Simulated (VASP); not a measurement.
Crystal: Au.

```
Au
1.0
     0.00000    2.07826    2.07826
     2.07826    0.00000    2.07826
     2.07826    2.07826    0.00000
Au
1
Direct
  0.00000 0.00000 0.00000
```

Base run:

| Item | Value |
| --- | --- |
| Program | VASP 6.6.1 |
| Functional | PBE |
| Potentials or basis | VASP PAW PBE potentials, release 64 (Au) |
| Cutoff | 520 eV |
| k mesh | 13 × 13 × 13 |
| Occupations | fermi-dirac, width 0.1 eV |
| Spin | no spin polarisation |

Its results: pressure -0.2 GPa.

Question: After a change of settings the same cell gave: pressure -0.9 GPa. Which change was it?
A. k mesh from 13 × 13 × 13 to 5 × 5 × 5
B. occupations from fermi-dirac, width 0.1 eV to gaussian, width 1 eV
C. k mesh from 13 × 13 × 13 to 14 × 14 × 14
D. k mesh from 13 × 13 × 13 to 6 × 6 × 6

Answer: A.

Caveats: some runs use coarse meshes.
